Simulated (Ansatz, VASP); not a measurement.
Two plane-wave programs on ZnS

Contents of POSCAR:

```
ZnS
1.0
   -0.0279060827      2.6931206072      2.6931206072
    2.6931206072     -0.0279060827      2.6931206072
    2.6931206072      2.6931206072     -0.0279060827
Zn S
1 1
Direct
   -0.0008774727     -0.0008774727     -0.0008774727
    0.2508774727      0.2508774727      0.2508774727
```

Contents of INCAR.step1:

```
SYSTEM = ZnS
PREC     = Accurate       ! precision mode
ENCUT    = 520            ! plane-wave cutoff, eV
EDIFF    = 1E-5           ! SCF threshold, eV
ISMEAR   = 0              ! smearing method
SIGMA    = 0.01           ! smearing width, eV
LREAL    = .False.        ! projectors in reciprocal space
LASPH    = .True.         ! aspherical terms in the spheres
NELM     = 60             ! most SCF steps
ALGO     = Normal         ! electronic algorithm
ISIF     = 2              ! what is computed and relaxed
LWAVE    = .True.         ! write WAVECAR
GGA      = PE             ! functional
NBANDS   = 16             ! bands
```

The input INCAR.step2:

```
SYSTEM = ZnS
PREC     = Accurate       ! precision mode
ENCUT    = 520            ! plane-wave cutoff, eV
EDIFF    = 1E-6           ! SCF threshold, eV
ISMEAR   = 0              ! smearing method
SIGMA    = 0.01           ! smearing width, eV
LREAL    = .False.        ! projectors in reciprocal space
LASPH    = .True.         ! aspherical terms in the spheres
NELM     = 60             ! most SCF steps
ALGO     = Normal         ! electronic algorithm
ISIF     = 2              ! what is computed and relaxed
LWAVE    = .False.        ! write WAVECAR
LCHARG   = .True.         ! write CHGCAR
GGA      = PE             ! functional
LHFCALC  = .True.         ! exact exchange
HFSCREEN = 0.2079         ! screening, 1/A
PRECFOCK = Normal       
LELF     = .True.         ! ELF
LVHAR    = .True.       
ISTART   = 1            
NBANDS   = 16             ! bands
```

The input KPOINTS:

```
Automatic mesh
0
Gamma
  6 6 6
  0 0 0
```

Input for Ansatz:

```yaml
crystal:
  lattice:
    - [-0.0279060827, 2.6931206072, 2.6931206072]
    - [2.6931206072, -0.0279060827, 2.6931206072]
    - [2.6931206072, 2.6931206072, -0.0279060827]
  atoms:
    - { symbol: Zn, position: [-0.0008774727, -0.0008774727, -0.0008774727] }
    - { symbol: S, position: [0.2508774727, 0.2508774727, 0.2508774727] }
kpoints:
  mp_grid: { grid: [6, 6, 6] }
  band_path:
    path:
      - [0.0, 0.0, 0.0]
      - [-0.5, -0.5, 0.0]
      - [-0.375, -0.375, 0.25]
      - [-0.375, 0.0, 0.375]
      - [0.0, 0.0, 0.5]
      - [-0.5, -0.25, 0.25]
    npoints: 1
hamiltonian:
  xc: hse06
scf:
  occupations: { method: fixed }
  n_extra_bands: 4
output:
  forces: true
  stress: true
  eigenvalues: true
```

Change from the starting cell: epitaxial_111 strain +1.0%.

Alike in both runs: task single point; functional HSE06; k mesh 6 × 6 × 6; no spin polarisation.

|  | VASP | Ansatz |
| --- | --- | --- |
| version | VASP 6.6.1 | Ansatz 0.2.0 |
| potentials or method | VASP PAW PBE potentials, release 64 (Zn, S) | plane waves, PAW |
| plane-wave cutoff (eV) | 520 | 420 |
| occupations | gaussian, width 0.01 eV | fixed |
| valence electrons in the cell | 18 | 18 |

```tsv
	VASP	Ansatz	Ansatz less VASP
gap on the k mesh at the Fermi level (eV)	3.24	3.25	+0.011
pressure (GPa)	0.5	0.5	+0.02
traceless stress, the component that is largest in VASP (GPa)	0.51	0.51	-0.002
rms of the force components (eV/Å)	0.004	0.003	-0.0001
```

Atom by atom the forces differ by 0.000 eV/Å (rms over components). Ansatz's warnings: stress exchange threshold loose, stress scf threshold loose.
